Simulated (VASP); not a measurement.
Crystal: SnTe.

```xyz
2
Lattice="0.0000 3.1509 3.1509 3.1509 0.0000 3.1509 3.1509 3.1509 0.0000" Properties=species:S:1:pos:R:3 pbc="T T T"
Te    3.1509    3.1509    3.1509
Sn    0.0000    0.0000    0.0000
```

```yaml
Program: VASP 6.6.1
Task: relaxation of cell and atoms
Functional: PBEsol
Dispersion: D4
Potentials_or_basis: VASP PAW PBE potentials, release 64 (Te, Sn_d)
Cutoff: 600 eV
k_mesh: 7 × 7 × 7
Occupations: fermi-dirac, width 0.05 eV
Spin: no spin polarisation
```

At the start: pressure -1.6 GPa; volume 31.28 Å³/atom.

Question: Where does the relaxation end?

Answer: Over 3 steps the energy falls by 5.2 meV/atom and the volume is 30.25 Å³/atom (-3.3 %); space group Fm-3m (No. 225, to 0.1 Å) before and after.

The path:
| step | energy change (eV) | largest force (eV/Å) | pressure (GPa) | volume (Å³) |
| --- | --- | --- | --- | --- |
| 1 | 0.0000 | 0.0000 | -1.59 | 62.56 |
| 2 | -0.0091 | 0.0000 | 0.59 | 59.80 |
| 3 | -0.0104 | 0.0000 | 0.00 | 60.50 |

Final structure:
```yaml
crystal:
  lattice:
    - [0.00000, 3.11585, 3.11585]
    - [3.11585, 0.00000, 3.11585]
    - [3.11585, 3.11585, 0.00000]
  atoms:
    - { symbol: Te, position: [0.50000, 0.50000, 0.50000] }
    - { symbol: Sn, position: [0.00000, 0.00000, 0.00000] }
```

Caveat: the PAW data sets were made with another functional, which shifts forces and pressure a little.
